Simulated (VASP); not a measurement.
Co, 1 atom in the cell. The structure is cubic, space group Fm-3m (No. 225). The conventional cell has a = 3.468 Å, b = 3.468 Å, c = 3.468 Å, α = 90.00°, β = 90.00°, γ = 90.00°. Within 3.2 Å of Co (site symmetry m-3m) lie 12 Co at 2.45 Å. This isn't the form of Co at room conditions, which is hcp.

| Item | Value |
| --- | --- |
| Program | VASP 6.6.1 |
| Task | single point |
| Functional | PBEsol |
| Potentials or basis | VASP PAW PBE potentials, release 64 (Co) |
| Cutoff | 520 eV |
| k mesh | 20 × 20 × 20 |
| Occupations | gaussian, width 0.1 eV |
| Spin | collinear spin, ferromagnetic start |
| Starting moments | [1.88] μB |
| Dipole correction | no |
| Further INCAR settings | ALGO = Normal; EDIFF = 1e-07; NBANDS = 14 |

Potentials or basis: VASP PAW PBE potentials, release 64 (Co).

The run is started by

```console
$ cat potpaw_PBE.64/Co/POTCAR > POTCAR
$ mpirun -np 1 vasp_std > vasp.out
```

Hardware: 1 thread of Intel(R) Xeon(R) Platinum 8559C (Emerald Rapids), on a shared host.

Estimate the wall time of this run.

It took 43 s on 1 thread of Intel(R) Xeon(R) Platinum 8559C (Emerald Rapids) (shared host), peak memory 0.17 GiB. Counts: scf iterations 14, k points 256.
